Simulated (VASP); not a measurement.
Set up this calculation in VASP 6.6.1, as the native input.

```
Task                   : single point
Functional             : r2SCAN
Potentials or basis    : VASP PAW PBE potentials, release 64 (I)
Cutoff                 : 520 eV
k mesh                 : 8 × 8 × 8
Occupations            : gaussian, width 0.1 eV
Spin                   : no spin polarisation
Dipole correction      : no
Further INCAR settings : ALGO = Normal; EDIFF = 1e-06; NBANDS = 10
```

The system is I.

```
I
1.0
     0.00000    2.14388    2.84132
     2.05574    0.00000    2.84132
     2.05574    2.14388    0.00000
I
1
Direct
  0.00000 0.00000 0.00000
```

The input as run:

POSCAR

```
I
1.0
    0.0000000000      2.1438788482      2.8413215360
    2.0557382154      0.0000000000      2.8413215360
    2.0557382154      2.1438788482      0.0000000000
I
1
Direct
    0.0000000000      0.0000000000      0.0000000000
```

INCAR.step1

```
PREC = Accurate
ENCUT = 520
ISMEAR = 0
SIGMA = 0.1
LREAL = F
LASPH = T
NELM = 100
NBANDS = 10
GGA = PE
ALGO = Normal
EDIFF = 1E-4
LWAVE = T
LCHARG = F
```

INCAR.step2

```
PREC = Accurate
ENCUT = 520
EDIFF = 1E-6
ISMEAR = 0
SIGMA = 0.1
LREAL = F
LASPH = T
NELM = 100
ALGO = Normal
ISIF = 2
LWAVE = F
LCHARG = T
METAGGA = R2SCAN
LMIXTAU = T
LELF = T
LVHAR = T
NBANDS = 10
ISTART = 1
```

KPOINTS

```
Automatic mesh
0
Gamma
  8 8 8
```

Potentials or basis: VASP PAW PBE potentials, release 64 (I).

Command:

```sh
$ cat potpaw_PBE.64/I/POTCAR > POTCAR
$ cp INCAR.step1 INCAR
$ mpirun -np 1 vasp_std > vasp.out
$ cp INCAR.step2 INCAR
$ mpirun -np 1 vasp_std > vasp.out
```

Results of the run:

* Pressure: 25.0 GPa

Caveat: the PAW data sets were made with another functional, which shifts forces and pressure a little; an odd number of electrons without spin polarisation forces a metal; a magnetic or distorted state may lie lower.

Run time: 94 s on 1 thread of Intel(R) Xeon(R) Platinum 8259CL CPU @ 2.50GHz (Skylake/Cascade Lake), with other jobs on the host, peak memory 0.17 GiB.
